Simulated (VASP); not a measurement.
Set up this calculation in VASP 6.6.1, as the native input.

| Quantity | Value |
| --- | --- |
| Task | relaxation of cell and atoms |
| Functional | PBE |
| Potentials or basis | VASP PAW PBE potentials, release 64 (Mg, Cd, S) |
| Cutoff | 600 eV |
| k mesh | 12 × 12 × 4 |
| Occupations | gaussian, width 0.02 eV |
| Spin | no spin polarisation |
| Dipole correction | no |
| Further INCAR settings | ALGO = Normal; EDIFF = 1e-06; IBRION = 2; EDIFFG = -0.01; NSW = 100; ISIF = 3 |

The structure of Mg2CdS3 lies in POSCAR:

```
Mg2CdS3
1.0
    3.7782639379      0.0000000000      0.0000000000
   -1.8891319690      3.2720725524      0.0000000000
    0.0000000000      0.0000000000      9.2172548082
Mg Cd S
2 1 3
Direct
    0.3333333333      0.6666666667      0.6618060740
    0.6666666667      0.3333333333      0.3381939260
    0.0000000000      0.0000000000      0.0000000000
    0.6666666667      0.3333333333      0.8215619194
    0.3333333333      0.6666666667      0.1784380806
    0.0000000000      0.0000000000      0.5000000000
```

One way to write it, as run:

INCAR

```
PREC = Accurate
ENCUT = 600
EDIFF = 1E-6
ISMEAR = 0
SIGMA = 0.02
LREAL = False
LASPH = True
NELM = 80
ALGO = Normal
ISIF = 3
LWAVE = False
LCHARG = False
GGA = PE
IBRION = 2
NSW = 100
EDIFFG = -0.01
```

KPOINTS

```
Automatic mesh
0
Gamma
  12 12 4
```

Potentials or basis: VASP PAW PBE potentials, release 64 (Mg, Cd, S).

Run with:

```bash
$ cat potpaw_PBE.64/Mg/POTCAR potpaw_PBE.64/Cd/POTCAR potpaw_PBE.64/S/POTCAR > POTCAR
$ mpirun -np 1 vasp_std > vasp.out
```

Results of the run:

```
Relaxed volume                        : 18.87 Å³/atom
Relaxed cell                          : a = 3.763 Å, b = 3.763 Å, c = 9.233 Å, α = 90.00°, β = 90.00°, γ = 120.00°
Space group after relaxing (to 0.1 Å) : P-3m1 (No. 164)
Energy gained by relaxing             : 0.3 meV/atom
Ionic steps                           : 5
Pressure after relaxing               : 0.0 GPa
Largest force after relaxing          : 0.005 eV/Å
Band gap on the k mesh                : 1.68 eV (least direct gap 2.30 eV)
```

It took 12 min on 1 thread of Intel Xeon 8259CL, on a shared host, peak memory 0.42 GiB.
